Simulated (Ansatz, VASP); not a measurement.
MgS: VASP beside Ansatz

```
Mg S
1.0
     0.00000    2.69927    2.69927
     2.69927    0.00000    2.69927
     2.69927    2.69927    0.00000
Mg S
1 1
Direct
  0.00000 0.00000 0.00000
  0.50000 0.50000 0.50000
```

Alike in both runs: task single point; functional PBE; k mesh 8 × 8 × 8; occupations gaussian, width 0.02 eV; no spin polarisation.

|  | VASP | Ansatz |
| --- | --- | --- |
| version | VASP 6.6.1 | Ansatz 0.2.0 |
| potentials or method | VASP PAW PBE potentials, release 64 (Mg, S), cutoff 520 eV | scalar-relativistic, plane waves, PAW |
| valence electrons in the cell | 8 | 16 |

```csv
,VASP,Ansatz,Ansatz less VASP
gap on the k mesh at the Fermi level (eV),2.53,2.55,+0.020
least direct gap on the mesh (eV),2.90,2.91,+0.015
pressure (GPa),-6.1,-5.8,+0.25
```

The functional is the same, so the differences come from potentials, cutoffs and numerics. VASP's potentials hold 8 valence electrons a cell and Ansatz's 16, so a difference there can come from the potentials and not from the codes.
